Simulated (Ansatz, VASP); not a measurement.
One calculation of CO2, two programs

The input POSCAR:

```
CO2
1.0
    5.4970732800      0.0000000000      0.0000000000
    0.0000000000      5.4970732800      0.0000000000
    0.0000000000      0.0000000000      5.4970732800
C O
4 8
Direct
    0.0000000000      0.0000000000      0.0000000000
    0.5000000000      0.0000000000      0.5000000000
    0.5000000000      0.5000000000      0.0000000000
    0.0000000000      0.5000000000      0.5000000000
    0.1225369800      0.1225369800      0.1225369800
    0.3774630200      0.8774630200      0.6225369800
    0.6225369800      0.3774630200      0.8774630200
    0.8774630200      0.6225369800      0.3774630200
    0.8774630200      0.8774630200      0.8774630200
    0.6225369800      0.1225369800      0.3774630200
    0.3774630200      0.6225369800      0.1225369800
    0.1225369800      0.3774630200      0.6225369800
```

Contents of INCAR.step1:

```
SYSTEM = CO2
PREC     = Accurate       ! precision mode
ENCUT    = 520            ! plane-wave cutoff, eV
ISMEAR   = -1             ! smearing method
SIGMA    = 0.02           ! smearing width, eV
LREAL    = .False.        ! projectors in reciprocal space
LASPH    = .True.         ! aspherical terms in the spheres
NELM     = 100            ! most SCF steps
NBANDS   = 44             ! bands
GGA      = PE             ! functional
ALGO     = Normal         ! electronic algorithm
EDIFF    = 1E-4           ! SCF threshold, eV
LWAVE    = .True.         ! write WAVECAR
LCHARG   = .False.        ! write CHGCAR
```

File INCAR.step2:

```
SYSTEM = CO2
PREC     = Accurate       ! precision mode
ENCUT    = 520            ! plane-wave cutoff, eV
EDIFF    = 1E-8           ! SCF threshold, eV
ISMEAR   = -1             ! smearing method
SIGMA    = 0.02           ! smearing width, eV
LREAL    = .False.        ! projectors in reciprocal space
LASPH    = .True.         ! aspherical terms in the spheres
NELM     = 100            ! most SCF steps
ALGO     = Normal         ! electronic algorithm
ISIF     = 2              ! what is computed and relaxed
LWAVE    = .False.        ! write WAVECAR
LCHARG   = .False.        ! write CHGCAR
METAGGA  = R2SCAN         ! meta-GGA
LMIXTAU  = .True.       
LEFG     = .True.       
NBANDS   = 44             ! bands
ISTART   = 1
```

KPOINTS

```
Automatic mesh
0
Gamma
  4 4 4
  0 0 0
```

Input for Ansatz:

```yaml
crystal:
  lattice:
    - [5.49707328, 0.0, 0.0]
    - [0.0, 5.49707328, 0.0]
    - [0.0, 0.0, 5.49707328]
  atoms:
    - { symbol: C, position: [0.0, 0.0, 0.0] }
    - { symbol: C, position: [0.5, 0.0, 0.5] }
    - { symbol: C, position: [0.5, 0.5, 0.0] }
    - { symbol: C, position: [0.0, 0.5, 0.5] }
    - { symbol: O, position: [0.12253698, 0.12253698, 0.12253698] }
    - { symbol: O, position: [0.37746302, 0.87746302, 0.62253698] }
    - { symbol: O, position: [0.62253698, 0.37746302, 0.87746302] }
    - { symbol: O, position: [0.87746302, 0.62253698, 0.37746302] }
    - { symbol: O, position: [0.87746302, 0.87746302, 0.87746302] }
    - { symbol: O, position: [0.62253698, 0.12253698, 0.37746302] }
    - { symbol: O, position: [0.37746302, 0.62253698, 0.12253698] }
    - { symbol: O, position: [0.12253698, 0.37746302, 0.62253698] }
kpoints:
  mp_grid: { grid: [4, 4, 4] }
scf:
  occupations: { method: fermi_dirac, width: 0.02 }
hamiltonian:
  xc: r2scan
  pseudopotentials: { kind: paw }
output:
  forces: true
  stress: true
  populations: true
  efg: { quadrupole_moments_barn: { O: -0.02558 }, contact_densities: true }
  write_density: true
  write_potential: true
  elf: true
  volumetric_format: npy
```

Alike in both runs: task electric field gradients; functional r2SCAN; k mesh 4 × 4 × 4; occupations fermi-dirac, width 0.02 eV; no spin polarisation.

```csv
,VASP,Ansatz
version,VASP 6.6.1,Ansatz 0.2.0
potentials or method,"VASP PAW PBE potentials, release 64 (C, O)","plane-wave PAW, scalar-relativistic"
plane-wave cutoff (eV),520,500
valence electrons in the cell,64,64
```

VASP gave:

```
gap on the k mesh at the Fermi level (eV)            : 7.47
pressure (GPa)                                       : 0.2
rms of the force components (eV/Å)                   : 0.010
size of Vzz on the site where it differs most (V/Å²) : 57.3
```

What did Ansatz give for the same quantities?

gap on the k mesh at the Fermi level (eV): 7.49; pressure (GPa): -1.7; rms of the force components (eV/Å): 0.346; size of Vzz on the site where it differs most (V/Å²): 35.7.

VASP's potentials were made for PBE, not for r2SCAN. Atom by atom the forces differ by 0.355 eV/Å (rms over components). One of these differences is far larger than is usual between the two programs; its cause wasn't traced.

Noted on VASP's run: the standard files for N, O and F lose accuracy on very short bonds.
